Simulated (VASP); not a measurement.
# PbO (P4/nmm) in VASP: a series of runs, part 2 of 2

VASP 6.6.1. The steps go on from the part before.

## 4. Single point, PBE (strain +0.000 along x and y, -0.030 along z)

Input file INCAR:

```
SYSTEM = PbO
PREC = Accurate
ENCUT = 520
EDIFF = 1E-6
ISMEAR = 0
SIGMA = 0.05
LREAL = .False.
LASPH = .True.
NELM = 100
ALGO = Normal
ISIF = 2
LWAVE = .False.
LCHARG = .False.
GGA = PE
NBANDS = 28
```

Input file KPOINTS:

```
Automatic mesh
0
Gamma
  8 8 6
  0 0 0
```

Input file POSCAR:

```
PbO
1.0
    3.9744000000      0.0000000000      0.0000000000
    0.0000000000      3.9744000000      0.0000000000
    0.0000000000      0.0000000000      4.8713400000
Pb O
2 2
Direct
    0.0000000000      0.5000000000      0.2351000000
    0.5000000000      0.0000000000      0.7649000000
    0.0000000000      0.0000000000      0.0000000000
    0.5000000000      0.5000000000      0.0000000000
```

Potentials or basis: VASP PAW PBE potentials, release 64 (Pb_d, O).

The run is started by

```console
$ cat potpaw_PBE.64/Pb_d/POTCAR potpaw_PBE.64/O/POTCAR > POTCAR
$ mpirun -np 1 vasp_std > vasp.out
```

OUTCAR:

```text
SYSTEM = PbO
   PREC = Accurate
   ENCUT = 520
   EDIFF = 1E-6
   ISMEAR = 0
   LREAL = .False.
   LASPH = .True.
   NELM = 100
   ISIF = 2
   GGA = PE

 ion  position               nearest neighbor table
   1  0.000  0.500  0.235-   3 2.29   4 2.29   3 2.29   4 2.29   2 3.63   2 3.63   2 3.63   2 3.63
                             2 3.82   2 3.82   2 3.82   2 3.82
   2  0.500  0.000  0.765-   3 2.29   4 2.29   4 2.29   3 2.29   1 3.63   1 3.63   1 3.63   1 3.63
                             1 3.82   1 3.82   1 3.82   1 3.82
   3  0.000  0.000  0.000-   1 2.29   2 2.29   1 2.29   2 2.29
   4  0.500  0.500  0.000-   1 2.29   2 2.29   2 2.29   1 2.29

  LATTYP: Found a simple tetragonal cell.
 ALAT       =     3.9744000000
 C/A-ratio  =     1.2256793478

  Lattice vectors:

 A1 = (   3.9744000000,   0.0000000000,   0.0000000000)
 A2 = (   0.0000000000,   3.9744000000,   0.0000000000)
 A3 = (   0.0000000000,   0.0000000000,   4.8713400000)

Analysis of symmetry for initial positions (statically):
=====================================================================
 Subroutine PRICEL returns:
 Original cell was already a primitive cell.

 Routine SETGRP: Setting up the symmetry group for a
 simple tetragonal supercell.

 Subroutine GETGRP returns: Found 16 space group operations
 (whereof  8 operations were pure point group operations)
 out of a pool of 16 trial point group operations.

The static configuration has the point symmetry D_2d.
 The point group associated with its full space group is D_4h.

Analysis of symmetry for dynamics (positions and initial velocities):
=====================================================================
 Subroutine PRICEL returns:
 Original cell was already a primitive cell.

 Routine SETGRP: Setting up the symmetry group for a
 simple tetragonal supercell.

[... 125 lines left out ...]
   EFERMI_NEDOS =   21; number of points for ismear=-14 and -15
   IALGO  =     38    algorithm
   IMIX   =      4    mixing-type and parameters
     AMIX     =   0.40;   BMIX     =  1.00
     AMIX_MAG =   1.60;   BMIX_MAG =  1.00
  volume/ion in A,a.u.               =      19.24       129.82
  Fermi-wavevector in a.u.,A,eV,Ry     =   1.316329  2.487500 23.575098  1.732721
  Thomas-Fermi vector in A             =   2.446448
   LORBIT       =      0    0 simple, 1 ext, 2 COOP (PROOUT), +10 PAW based schemes
   GGA     = PE    functional components
   LHFCALC =     F    Hartree Fock is set to
   AEXX    =    0.0000 exact exchange contribution
   IVDW    =     0    specifies the selected vdW correction
   LEPSILON=     F    determine dielectric tensor
   LRPA    =     F    only Hartree local field effects (RPA)
 non-spin polarized calculation
 Gauss-broadening in eV      SIGMA  =   0.05
  energy-cutoff  :      520.00
  volume of cell :       76.95
 maximum number of plane-waves:      2146
 NGX is ok and might be reduce to    30
   NGX = 15   NGY = 15   NGZ = 19

 number of electron      39.9999999 magnetization

 Free energy of the ion-electron system (eV)
  ---------------------------------------------------
  ext. energy  EPLUGINS =         0.00000000
  ---------------------------------------------------
  free energy    TOTEN  =       -21.32229582 eV

  energy without entropy =      -21.32229582  energy(sigma->0) =      -21.32229582

 E-fermi :   5.7019     XC(G=0): -10.0010

 val. band max:        5.4807020678   @ k =   0.1250   0.0000   0.0000
 cond. band min:       6.7559353762   @ k =   0.5000   0.5000   0.0000
 fundamental gap:      1.2752333084
 Fermi energy:         5.7019004802

 k-point     1 :       0.0000    0.0000    0.0000
  band No.  band energies     occupation
      1     -13.1755      2.00000
      2     -12.6092      2.00000
      3     -10.5665      2.00000
      4     -10.5665      2.00000
      5     -10.4993      2.00000
      6     -10.4550      2.00000
[... 733 lines left out ...]
     27      15.0513      0.00000
     28      15.0513      0.00000

 [... further k-points ...]

------------------------ aborting loop because EDIFF is reached ----------------------------------------

  FORCE on cell =-STRESS in cart. coord.  units (eV):
  Direction    XX          YY          ZZ          XY          YZ          ZX
  --------------------------------------------------------------------------------------
  -------------------------------------------------------------------------------------
  Total        3.7236766      3.7236766      3.5381972      0.0000000     -0.0000000      0.0000000
  in kB       77.5337774     77.5337774     73.6717570      0.0000000     -0.0000000      0.0000000
  external PRESSURE =      76.2464373 kB  Pullay stress =       0.0000000 kB

 VOLUME and BASIS-vectors are now :
 -----------------------------------------------------------------------------
  energy-cutoff  :      520.00
  volume of cell :       76.95
      direct lattice vectors                 reciprocal lattice vectors
     3.974400000  0.000000000  0.000000000     0.251610306  0.000000000  0.000000000
     0.000000000  3.974400000  0.000000000     0.000000000  0.251610306  0.000000000
     0.000000000  0.000000000  4.871340000     0.000000000  0.000000000  0.205282325

 POSITION                                       TOTAL-FORCE (eV/Angst)
 -----------------------------------------------------------------------------------
      0.00000      1.98720      1.14525         0.000000      0.000000      1.028397
      1.98720      0.00000      3.72609        -0.000000      0.000000     -1.028397
      0.00000      0.00000      0.00000         0.000000     -0.000000      0.000000
      1.98720      1.98720      0.00000         0.000000      0.000000      0.000000
 -----------------------------------------------------------------------------------
    total drift:                                0.000000      0.000000     -0.000000

  FREE ENERGIE OF THE ION-ELECTRON SYSTEM (eV)
  ---------------------------------------------------
  free  energy   TOTEN  =       -21.3222958222 eV

  energy  without entropy=      -21.3222958222  energy(sigma->0) =      -21.32229582
```

OSZICAR:

```text
N       E                     dE             d eps       ncg     rms          rms(c)
DAV:   1     0.472945068854E+03    0.47295E+03   -0.19861E+04  3360   0.173E+03
DAV:   2     0.386151104176E+02   -0.43433E+03   -0.41692E+03  3432   0.457E+02
DAV:   3    -0.229453241862E+02   -0.61560E+02   -0.60079E+02  4228   0.185E+02
DAV:   4    -0.257684724147E+02   -0.28231E+01   -0.28131E+01  3932   0.410E+01
DAV:   5    -0.258475846514E+02   -0.79112E-01   -0.79105E-01  3784   0.757E+00    0.123E+01
DAV:   6    -0.214586947044E+02    0.43889E+01   -0.23092E+01  4936   0.398E+01    0.503E+00
DAV:   7    -0.213475744220E+02    0.11112E+00   -0.26210E+00  4068   0.115E+01    0.245E+00
DAV:   8    -0.213336114399E+02    0.13963E-01   -0.47429E-01  4308   0.473E+00    0.831E-01
DAV:   9    -0.213209914386E+02    0.12620E-01   -0.64514E-02  5248   0.220E+00    0.221E-01
DAV:  10    -0.213224989906E+02   -0.15076E-02   -0.10379E-02  3892   0.703E-01    0.943E-02
DAV:  11    -0.213223103778E+02    0.18861E-03   -0.18059E-03  5512   0.351E-01    0.466E-02
DAV:  12    -0.213223096917E+02    0.68616E-06   -0.17164E-04  3812   0.997E-02    0.351E-02
DAV:  13    -0.213222977836E+02    0.11908E-04   -0.87313E-05  5040   0.749E-02    0.798E-03
DAV:  14    -0.213222965786E+02    0.12050E-05   -0.17321E-05  4604   0.445E-02    0.506E-03
DAV:  15    -0.213222958222E+02    0.75647E-06   -0.38499E-06  2956   0.213E-02
   1 F= -.21322296E+02 E0= -.21322296E+02  d E =-.165618E-11
```

It took 2.6 min on 1 thread of Intel Xeon 8259CL, shared host; peak memory 0.25 GiB.

What came out:

| Quantity | Value |
| --- | --- |
| Free energy | -21.3223 eV |
| Pressure | 7.6 GPa |
| Largest force | 1.028 eV/Å |
| Band gap on the k mesh | 1.28 eV (least direct gap 2.32 eV) |

Forces in eV/Å, atoms in the order of the input:
```
Pb   0.000  0.000  1.028
Pb   0.000  0.000 -1.028
O    0.000  0.000  0.000
O    0.000  0.000  0.000
```

Caveat: the cell differs from its parent crystal (strain +0.000 along x and y, -0.030 along z); the cell stands under pressure; spin-orbit coupling is left out, which moves the levels of the heavy elements; forces of over 1 eV/Å act on the atoms, so gaps and moduli don't describe the material at rest.

## 5. The runs side by side

```tsv
cell	gap on the mesh (eV)	pressure (GPa)	largest force (eV/Å)
a = 3.915, b = 3.915, c = 4.947 Å, 4 atoms	1.17	9.7	1.18
a = 3.855, b = 3.855, c = 5.173 Å, 4 atoms	1.04	8.8	0.71
a = 3.974, b = 3.974, c = 4.871 Å, 4 atoms	1.28	7.6	1.03
```

Alike in all rows: task single point; level PBE; potentials or basis VASP PAW PBE potentials, release 64 (Pb_d, O); no spin polarisation; k mesh 8 × 8 × 6; cutoff (eV) 520; smearing gaussian 0.05 eV.

Caveats: the cell stands under pressure; spin-orbit coupling is left out, which moves the levels of the heavy elements; forces of over 1 eV/Å act on the atoms, so gaps and moduli don't describe the material at rest (at least some runs).

Absolute energies hang on the potentials; compare differences alone.
